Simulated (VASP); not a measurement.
Write the native input for VASP 6.6.1 that does the following.

```yaml
Task: electric field gradients
Functional: LDA
Potentials_or_basis: VASP PAW LDA potentials, release 64 (Cd_sv_GW, Ta_sv_GW)
Cutoff: 470 eV
k_mesh: 13 × 13 × 13
Occupations: fermi-dirac, width 0.03 eV
Spin: no spin polarisation
Dipole_correction: no
Further_INCAR_settings: ALGO = Normal; EDIFF = 1e-08; NBANDS = 24
```

The structure of TaCd (L11 type) lies in POSCAR:

```
TaCd
1.0
    1.4175686074     -0.8184336170      5.1546810766
    0.0000000000      1.6368672342      5.1546810766
   -1.4175686074     -0.8184336170      5.1546810766
Cd Ta
1 1
Direct
    0.0000000000      0.0000000000      0.0000000000
    0.5000000000      0.5000000000      0.5000000000
```

This cell differs from its parent crystal: z stretched by +3 % at fixed volume.

These files were run (other wordings do the same):

INCAR

```
ALGO = Normal ; EDIFF = 1E-8
ENCUT = 470 ; GGA_COMPAT = False
ISIF = 2 ; ISMEAR = -1
LASPH = True ; LCHARG = False
LEFG = True ; LREAL = False
LWAVE = False ; NBANDS = 24
NELM = 120 ; PREC = Accurate
SIGMA = 0.03
```

KPOINTS

```
k-points
0
Gamma
  13 13 13
```

Potentials or basis: VASP PAW LDA potentials, release 64 (Cd_sv_GW, Ta_sv_GW).

Run with:

```sh
$ cat potpaw_LDA.64/Cd_sv_GW/POTCAR potpaw_LDA.64/Ta_sv_GW/POTCAR > POTCAR
$ mpirun -np 1 vasp_std > vasp.out
```

It gave:

| Item | Value |
| --- | --- |
| Pressure | -1.3 GPa |
| Band gap on the k mesh | zero (an odd number of electrons rules out a gap without spin polarisation) |
| Largest electric field gradient by atom | Cd -113.3; Ta +235.8 V/Å² |

Caveat: the stress differs along the axes, from -7 to 2 GPa; without QUAD_EFG the Cq values of the log hold for a quadrupole moment of 1 mb, not for the nuclei; spin-orbit coupling is left out, which moves the levels of the heavy elements.

Wall time 5.6 min on 1 thread of AMD EPYC 9R45 96-Core Processor (Zen 5) (shared host), peak memory 0.35 GiB.
